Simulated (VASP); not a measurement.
Input of a VASP 6.6.1 run:

File INCAR:

```
SYSTEM = MgS
PREC = Accurate ; ENCUT = 600
EDIFF = 1E-6 ; ISMEAR = -1
SIGMA = 0.05 ; LREAL = .FALSE.
LASPH = .TRUE. ; NELM = 80
ALGO = Normal ; ISIF = 3
LWAVE = .FALSE. ; LCHARG = .FALSE.
GGA = PE ; IVDW = 13
IBRION = 2 ; NSW = 60
EDIFFG = -0.01
```

File KPOINTS:

```
Automatic mesh
0
G
  8 8 4
  0 0 0
```

POSCAR

```
MgS
1.0
    4.0346224068      0.0000000000      0.0000000000
   -2.0173112034      3.4940854990      0.0000000000
    0.0000000000      0.0000000000      6.4322941800
S Mg
2 2
Direct
    0.6666666667      0.3333333333      0.8792441500
    0.3333333333      0.6666666667      0.3792441500
    0.3333333333      0.6666666667      0.9957548500
    0.6666666667      0.3333333333      0.4957548500
```

Potentials or basis: VASP PAW PBE potentials, release 64 (S, Mg).

Launch:

```console
$ cat potpaw_PBE.64/S/POTCAR potpaw_PBE.64/Mg/POTCAR > POTCAR
$ mpirun -np 1 vasp_std > vasp.out
```

Task: What does it give for the band gap on the k mesh?

Result: 3.53 eV.

Task: Predict the space group after relaxing (to 0.1 Å).

Result: P6_3mc (No. 186).

Task: Estimate the relaxed volume.

Result: 22.34 Å³/atom.

Task: What does it give for the relaxed cell?

Result: a = 4.013 Å, b = 4.013 Å, c = 6.408 Å, α = 90.00°, β = 90.00°, γ = 120.00°.

Forces on the atoms (eV/Å):
```
S    0.000  0.000  0.006
S    0.000  0.000  0.006
Mg   0.000  0.000 -0.006
Mg   0.000  0.000 -0.006
```
